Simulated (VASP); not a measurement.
Here is a VASP 6.6.1 calculation.

INCAR

```
PREC = Accurate
ENCUT = 520
EDIFF = 1E-6
ISMEAR = 0
SIGMA = 0.02
LREAL = Auto
LASPH = True
NELM = 100
ALGO = Normal
ISIF = 2
LWAVE = False
LCHARG = False
GGA = PE
NBANDS = 56
```

File KPOINTS:

```
regular mesh
0
Gamma
  4 4 4
```

File POSCAR:

```
SrCaZnC6N6
1.0
    0.0000000000      5.7504353364      5.7504353364
    5.7504353364      0.0000000000      5.7504353364
    5.7504353364      5.7504353364      0.0000000000
Sr Ca Zn C N
1 1 1 6 6
Direct
    0.2500000000      0.2500000000      0.2500000000
    0.5000000000      0.5000000000      0.5000000000
    0.0000000000      0.0000000000      0.0000000000
    0.8092903998      0.1907096002      0.1907096002
    0.8092903998      0.1907096002      0.8092903998
    0.8092903998      0.8092903998      0.1907096002
    0.1907096002      0.8092903998      0.8092903998
    0.1907096002      0.8092903998      0.1907096002
    0.1907096002      0.1907096002      0.8092903998
    0.7074323980      0.2925676020      0.2925676020
    0.7074323980      0.2925676020      0.7074323980
    0.7074323980      0.7074323980      0.2925676020
    0.2925676020      0.7074323980      0.7074323980
    0.2925676020      0.7074323980      0.2925676020
    0.2925676020      0.2925676020      0.7074323980
```

Potentials or basis: VASP PAW PBE potentials, release 64 (Sr_sv, Ca_sv, Zn, C, N).

Command:

```console
$ cat potpaw_PBE.64/Sr_sv/POTCAR potpaw_PBE.64/Ca_sv/POTCAR potpaw_PBE.64/Zn/POTCAR potpaw_PBE.64/C/POTCAR potpaw_PBE.64/N/POTCAR > POTCAR
$ mpirun -np 1 vasp_std > vasp.out
```

Predict the largest force.

0.393 eV/Å.

Estimate the pressure.

0.4 GPa.

What does it give for the band gap on the k mesh?

1.61 eV (least direct gap 1.68 eV).

Forces on the atoms (eV/Å):
```
Sr   0.000  0.000  0.000
Ca   0.000  0.000  0.000
Zn   0.000  0.000  0.000
C   -0.393  0.000  0.000
C    0.000  0.393  0.000
C    0.000  0.000  0.393
C    0.393  0.000  0.000
C    0.000 -0.393  0.000
C    0.000  0.000 -0.393
N    0.372  0.000  0.000
N    0.000 -0.372  0.000
N    0.000  0.000 -0.372
N   -0.372  0.000  0.000
N    0.000  0.372  0.000
N    0.000  0.000  0.372
```

A k mesh can miss the band edges.
